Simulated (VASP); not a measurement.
A run of VASP 6.6.1:

File INCAR:

```
PREC     = Accurate       # precision mode
ENCUT    = 520            # plane-wave cutoff, eV
EDIFF    = 1E-7           # SCF threshold, eV
ISMEAR   = 0              # smearing method
SIGMA    = 0.05           # smearing width, eV
LREAL    = F              # projectors in reciprocal space
LASPH    = T              # aspherical terms in the spheres
NELM     = 80             # most SCF steps
ALGO     = Normal         # electronic algorithm
ISIF     = 2              # what is computed and relaxed
LWAVE    = F              # write WAVECAR
LCHARG   = T              # write CHGCAR
GGA      = PE             # functional
LELF     = T              # ELF
LVHAR    = T            
NBANDS   = 45             # bands
```

The input KPOINTS:

```
regular mesh
0
Gamma
  6 6 6
```

POSCAR

```
LiNbO3
1.0
    2.6115578418      1.5077836230      4.5982666595
   -2.6115578418      1.5077836230      4.5982666595
    0.0000000000     -3.0155672459      4.5982666595
Li Nb O
2 2 6
Direct
    0.2409598753      0.2409591094      0.2409594924
    0.7409600266      0.7409604095      0.7409602181
   -0.0064396729     -0.0064396729     -0.0064396729
    0.4935606178      0.4935606178      0.4935606178
    0.1339621613      0.3765897569      0.7578629938
    0.7578628306      0.1339620408      0.3765898231
    0.3765897751      0.7578629692      0.1339619501
    0.8765863352      0.6339587396      0.2578662859
    0.2578661461      0.8765865031      0.6339587115
    0.6339585773      0.2578661989      0.8765865844
```

Potentials or basis: VASP PAW PBE potentials, release 64 (Li_sv, Nb_sv, O).

The run is started by

```sh
$ cat potpaw_PBE.64/Li_sv/POTCAR potpaw_PBE.64/Nb_sv/POTCAR potpaw_PBE.64/O/POTCAR > POTCAR
$ mpirun -np 1 vasp_std > vasp.out
```

Hardware: 1 thread of Intel(R) Xeon(R) Platinum 8375C CPU @ 2.90GHz (Ice Lake), on a shared host.

**Question.** Estimate the wall time of this run.

**Answer.** Wall time 3.1 min on 1 thread of Intel(R) Xeon(R) Platinum 8375C CPU @ 2.90GHz (Ice Lake), on a shared host, peak memory 0.32 GiB. Counts: scf iterations 16, k points 32.
